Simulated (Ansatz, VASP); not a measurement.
Given: the input of a run of VASP 6.6.1 on ZnS.

The input POSCAR:

```
ZnS
1.0
    0.0000000000      2.6468416657      2.6468416657
    2.6468416657      0.0000000000      2.6468416657
    2.6468416657      2.6468416657      0.0000000000
Zn S
1 1
Direct
    0.7500000000      0.7500000000      0.7500000000
    0.0000000000      0.0000000000      0.0000000000
```

Contents of INCAR.step1:

```
SYSTEM = ZnS
  ALGO = Normal
  EDIFF = 1E-5
  ENCUT = 520
  GGA = PE
  ISIF = 2
  ISMEAR = -1
  LASPH = .True.
  LCHARG = .False.
  LREAL = .False.
  LWAVE = .True.
  NBANDS = 16
  NELM = 60
  PREC = Accurate
  SIGMA = 0.05
```

File INCAR.step2:

```
SYSTEM = ZnS
  AEXX = 0.25
  ALGO = Normal
  EDIFF = 1E-6
  ENCUT = 520
  GGA = PE
  ISIF = 2
  ISMEAR = -1
  ISTART = 1
  LASPH = .True.
  LCHARG = .False.
  LHFCALC = .True.
  LREAL = .False.
  LWAVE = .False.
  NBANDS = 16
  NELM = 60
  PREC = Accurate
  PRECFOCK = Normal
  SIGMA = 0.05
```

KPOINTS

```
k-points
0
Gamma
  5 5 5
  0 0 0
```

Potentials or basis: VASP PAW PBE potentials, release 64 (Zn, S).

The run is started by

```bash
$ cat potpaw_PBE.64/Zn/POTCAR potpaw_PBE.64/S/POTCAR > POTCAR
$ cp INCAR.step1 INCAR
$ mpirun -np 1 vasp_std > vasp.out
$ cp INCAR.step2 INCAR
$ mpirun -np 1 vasp_std > vasp.out
```

Q: Translate it to Ansatz 0.2.0. Potentials there: Ansatz PAW.

A: As run (the cutoff follows the program's own potentials):

input.yaml

```yaml
crystal:
  lattice:
    - [0.0, 2.6468416657, 2.6468416657]
    - [2.6468416657, 0.0, 2.6468416657]
    - [2.6468416657, 2.6468416657, 0.0]
  atoms:
    - { symbol: Zn, position: [0.75, 0.75, 0.75] }
    - { symbol: S, position: [0.0, 0.0, 0.0] }
hamiltonian:
  xc: pbe0
  pseudopotentials: { kind: paw }
kpoints:
  mp_grid: { grid: [5, 5, 5] }
scf:
  occupations: { method: fermi_dirac, width: 0.05 }
output:
  forces: true
  stress: true
  eigenvalues: true
```

Potentials or basis: Ansatz PAW.

The run is started by

```console
$ ansatz run input.yaml --threads 2 --pin off --max-ram 5632MiB --backend cpu --events-out ev --progress --plain --runs-dir out
```

Both were run:

|  | VASP | Ansatz | Ansatz less VASP |
| --- | --- | --- | --- |
| gap on the k mesh at the Fermi level (eV) | 4.34 | 4.32 | -0.021 |
| least direct gap on the mesh (eV) | 4.34 | 4.32 | -0.021 |
| pressure (GPa) | 6.3 | 6.3 | +0.08 |

Noted on Ansatz's run: odd divisions of the mesh miss points on the zone boundary, where band edges often lie, so the gap on the mesh can be too wide.
